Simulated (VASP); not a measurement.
# CsSe2N (R-3m) in VASP: a series of runs, part 2 of 2

VASP 6.6.1. Earlier steps stand in the parts before.

## Step 4: Single point, revPBE

This run uses another cell than the first one, of 25.25 Å³/atom.

The input, INCAR:

```
PREC     = Accurate       # precision mode
ENCUT    = 520            # plane-wave cutoff, eV
EDIFF    = 1E-6           # SCF threshold, eV
ISMEAR   = 0              # smearing method
SIGMA    = 0.0362         # smearing width, eV
LREAL    = False          # projectors in reciprocal space
LASPH    = True           # aspherical terms in the spheres
NELM     = 100            # most SCF steps
ALGO     = Normal         # electronic algorithm
ISIF     = 2              # what is computed and relaxed
LWAVE    = False          # write WAVECAR
LCHARG   = False          # write CHGCAR
GGA      = RE             # functional
NBANDS   = 21             # bands
```

The input, KPOINTS:

```
regular mesh
0
Gamma
  6 6 6
```

The input, POSCAR:

```
CsSe2N
1.0
    3.7882932754      0.0000002763      0.0000000837
   -1.8941468770      3.2807580753     -0.0000006217
   -0.0000000200     -2.1871707062      8.1249380723
Se N Cs
2 1 1
Direct
    0.2151995506      0.4303991012      0.6455986518
    0.7848004494      0.5696008988      0.3544013482
    0.5000000000      0.0000000000      0.5000000000
    0.0000000000      0.0000000000      0.0000000000
```

Potentials or basis: VASP PAW PBE potentials, release 64 (Se, N, Cs_sv).

The run is started by

```console
cat potpaw_PBE.64/Se/POTCAR potpaw_PBE.64/N/POTCAR potpaw_PBE.64/Cs_sv/POTCAR > POTCAR
mpirun -np 1 vasp_std > vasp.out
```

OUTCAR:

```text
PREC = Accurate
   ENCUT = 520
   EDIFF = 1E-6
   ISMEAR = 0
   LREAL = False
   LASPH = True
   NELM = 100
   ISIF = 2
   GGA = RE

 ion  position               nearest neighbor table
   1  0.215  0.430  0.646-
   2  0.785  0.570  0.354-
   3  0.500  0.000  0.500-
   4  0.000  0.000  0.000-

  LATTYP: Found a trigonal (rhomboedric) cell.
 ALAT       =     8.4141746105
 COS(alpha) =     0.8986475737

  Lattice vectors:

 A1 = (  -0.0000000200,  -2.1871707062,   8.1249380723)
 A2 = (   1.8941463784,   1.0935876454,   8.1249375343)
 A3 = (  -1.8941468970,   1.0935873691,   8.1249374506)

Analysis of symmetry for initial positions (statically):
=====================================================================
 Subroutine PRICEL returns:
 Original cell was already a primitive cell.

 Routine SETGRP: Setting up the symmetry group for a
 trigonal (rhombohedral) supercell.

 Subroutine GETGRP returns: Found 12 space group operations
 (whereof 12 operations were pure point group operations)
 out of a pool of 12 trial point group operations.

The static configuration has the point symmetry D_3d.

Analysis of symmetry for dynamics (positions and initial velocities):
=====================================================================
 Subroutine PRICEL returns:
 Original cell was already a primitive cell.

 Routine SETGRP: Setting up the symmetry group for a
 trigonal (rhombohedral) supercell.

 Subroutine GETGRP returns: Found 12 space group operations
 (whereof 12 operations were pure point group operations)
 out of a pool of 12 trial point group operations.

The dynamic configuration has the point symmetry D_3d.

 Subroutine INISYM returns: Found 12 space group operations
 (whereof 12 operations are pure point group operations),
[... 109 lines left out ...]
   TEBEG  =    0.0;   TEEND  =   0.0 temperature during run
   PSTRESS=    0.0 pullay stress
   NELECT =      26.0000    total number of electrons
   NUPDOWN=      -1.0000    fix difference up-down
   EMIN   =  10.00;   EMAX   =-10.00  energy-range for DOS
   EFERMI =   0.00;   METHOD = LEGACY
   ISMEAR =     0;   SIGMA  =   0.04  broadening in eV -4-tet -1-fermi 0-gaus
   EFERMI_NEDOS =   21; number of points for ismear=-14 and -15
   IALGO  =     38    algorithm
   IMIX   =      4    mixing-type and parameters
     AMIX     =   0.40;   BMIX     =  1.00
     AMIX_MAG =   1.60;   BMIX_MAG =  1.00
  volume/ion in A,a.u.               =      25.25       170.36
  Fermi-wavevector in a.u.,A,eV,Ry     =   1.041486  1.968123 14.758138  1.084693
  Thomas-Fermi vector in A             =   2.176109
   LORBIT       =      0    0 simple, 1 ext, 2 COOP (PROOUT), +10 PAW based schemes
   GGA     = RE    functional components
   LHFCALC =     F    Hartree Fock is set to
   AEXX    =    0.0000 exact exchange contribution
   IVDW    =     0    specifies the selected vdW correction
   LEPSILON=     F    determine dielectric tensor
   LRPA    =     F    only Hartree local field effects (RPA)
 non-spin polarized calculation
 Gauss-broadening in eV      SIGMA  =   0.04
  energy-cutoff  :      520.00
  volume of cell :      100.98
 maximum number of plane-waves:      2734
   NGX = 15   NGY = 15   NGZ = 31

 number of electron      26.0000002 magnetization

 Free energy of the ion-electron system (eV)
  ---------------------------------------------------
  ext. energy  EPLUGINS =         0.00000000
  ---------------------------------------------------
  free energy    TOTEN  =       -11.45156861 eV

  energy without entropy =      -11.45039745  energy(sigma->0) =      -11.45098303

 E-fermi :   3.3407     XC(G=0):  -9.1364

 val. band max:        3.3302239758   @ k =   0.3333   0.0000  -0.0000
 cond. band min:       3.3634834074   @ k =  -0.0000   0.0000   0.1667
 fundamental gap:      0.0332594315
 Fermi energy:         3.3406532515

 k-point     1 :       0.0000    0.0000    0.0000
  band No.  band energies     occupation
      1     -19.7058      2.00000
      2     -12.2396      2.00000
      3      -8.9224      2.00000
      4      -6.9484      2.00000
      5      -6.0752      2.00000
      6      -5.5078      2.00000
[... 565 lines left out ...]
     20       9.3547      0.00000
     21       9.7566      0.00000

 [... further k-points ...]
[... 5 lines left out ...]
  --------------------------------------------------------------------------------------
  -------------------------------------------------------------------------------------
  Total        0.0362671      0.0362671      0.0509282     -0.0000000      0.0000000     -0.0000000
  in kB        0.5754210      0.5754210      0.8080368     -0.0000000      0.0000000     -0.0000000
  external PRESSURE =       0.6529596 kB  Pullay stress =       0.0000000 kB

 VOLUME and BASIS-vectors are now :
 -----------------------------------------------------------------------------
  energy-cutoff  :      520.00
  volume of cell :      100.98
      direct lattice vectors                 reciprocal lattice vectors
     3.788293275  0.000000276  0.000000084     0.263971103  0.152403821  0.041025935
    -1.894146877  3.280758075 -0.000000622    -0.000000024  0.304807603  0.082051857
    -0.000000020 -2.187170706  8.124938072    -0.000000003  0.000000022  0.123077867

 POSITION                                       TOTAL-FORCE (eV/Angst)
 -----------------------------------------------------------------------------------
     -0.00000      0.00000      5.24545         0.000000     -0.000000     -0.016415
      1.89415      1.09359      2.87949        -0.000000      0.000000      0.016415
      1.89415     -1.09359      4.06247         0.000000     -0.000000     -0.000000
      0.00000      0.00000      0.00000         0.000000      0.000000     -0.000000
 -----------------------------------------------------------------------------------
    total drift:                               -0.000000     -0.000000      0.000000

  FREE ENERGIE OF THE ION-ELECTRON SYSTEM (eV)
  ---------------------------------------------------
  free  energy   TOTEN  =       -11.4515686081 eV

  energy  without entropy=      -11.4503974532  energy(sigma->0) =      -11.45098303
```

OSZICAR:

```text
N       E                     dE             d eps       ncg     rms          rms(c)
DAV:   1     0.133585810903E+03    0.13359E+03   -0.11408E+04  1344   0.108E+03
DAV:   2    -0.837819727924E+00   -0.13442E+03   -0.12980E+03  1802   0.183E+02
DAV:   3    -0.115582776959E+02   -0.10720E+02   -0.10608E+02  1718   0.546E+01
DAV:   4    -0.116651184226E+02   -0.10684E+00   -0.10676E+00  1614   0.615E+00
DAV:   5    -0.116659475515E+02   -0.82913E-03   -0.82905E-03  1652   0.527E-01    0.358E+00
DAV:   6    -0.115416529659E+02    0.12429E+00   -0.11033E+00  1800   0.323E+00    0.264E+00
DAV:   7    -0.114819472962E+02    0.59706E-01   -0.69891E-01  1765   0.255E+00    0.159E+00
DAV:   8    -0.114482773674E+02    0.33670E-01   -0.19635E-01  1693   0.197E+00    0.299E-01
DAV:   9    -0.114507132246E+02   -0.24359E-02   -0.16777E-02  1500   0.675E-01    0.170E-01
DAV:  10    -0.114515133384E+02   -0.80011E-03   -0.27862E-03  1520   0.276E-01    0.639E-02
DAV:  11    -0.114514619078E+02    0.51431E-04   -0.23401E-04  1618   0.894E-02    0.389E-02
DAV:  12    -0.114515679739E+02   -0.10607E-03   -0.18148E-04  1414   0.738E-02    0.104E-02
DAV:  13    -0.114515686081E+02   -0.63422E-06   -0.59528E-06  1717   0.134E-02
   1 F= -.11451569E+02 E0= -.11450983E+02  d E =-.117115E-02
```

Wall time 97 s (1 thread of Intel Xeon 8259CL, shared host); peak memory 0.25 GiB.

What came out:

```
Free energy            : -11.4516 eV
Pressure               : 0.1 GPa
Largest force          : 0.016 eV/Å
Band gap on the k mesh : zero (bands 13 and 14 overlap by 0.49 eV)
```

Forces in eV/Å, atoms in the order of the input:
```
Se   0.000  0.000 -0.016
Se   0.000  0.000  0.016
N    0.000  0.000  0.000
Cs   0.000  0.000  0.000
```

Levels at points of the mesh, in eV from the Fermi level:
```csv
k point,band 11,band 12,band 13,band 14,band 15,band 16
"(0.00, 0.00, 0.00)",-1.44,-0.54,-0.54,0.22,1.63,1.74
"(0.50, 0.00, 0.00)",-2.04,-0.40,-0.04,0.62,1.12,1.73
"(0.00, 0.50, 0.00)",-2.41,-1.20,-0.18,1.27,1.41,1.78
"(0.00, 0.00, 0.50)",-1.72,-0.53,-0.50,-0.50,1.62,1.62
```

Caveat: the PAW data sets were made with another functional, which shifts forces and pressure a little; spin-orbit coupling is left out, which moves the levels of the heavy elements.

## Step 5: Overview

| level | potentials or basis | cell | smearing | gap on the mesh (eV) | pressure (GPa) | largest force (eV/Å) |
| --- | --- | --- | --- | --- | --- | --- |
| LDA | VASP PAW LDA potentials, release 64 (Se, N, Cs_sv) | a = 3.579, b = 3.579, c = 8.180 Å, angles 102.6, 90.0, 120.0°, 4 atoms, atomic positions A | gaussian 0.0362 eV | none | 0.3 | 0.01 |
| LDA | VASP PAW LDA potentials, release 64 (Se, N, Cs_sv) | a = 3.580, b = 3.580, c = 8.176 Å, angles 102.6, 90.0, 120.0°, 4 atoms, atomic positions B | methfessel-paxton 0.15 eV | none | 0.3 | 0.01 |
| revPBE | VASP PAW PBE potentials, release 64 (Se, N, Cs_sv) | a = 3.788, b = 3.788, c = 8.414 Å, angles 103.0, 90.0, 120.0°, 4 atoms, atomic positions C | gaussian 0.0362 eV | none | 0.1 | 0.02 |

Alike in all rows: task single point; no spin polarisation; k mesh 6 × 6 × 6; cutoff (eV) 520.

Caveats: spin-orbit coupling is left out, which moves the levels of the heavy elements; the PAW data sets were made with another functional, which shifts forces and pressure a little (at least some runs).

Absolute energies hang on the potentials; compare differences alone.

The gap in the log of VASP goes by the Fermi energy; the results here count the filled bands.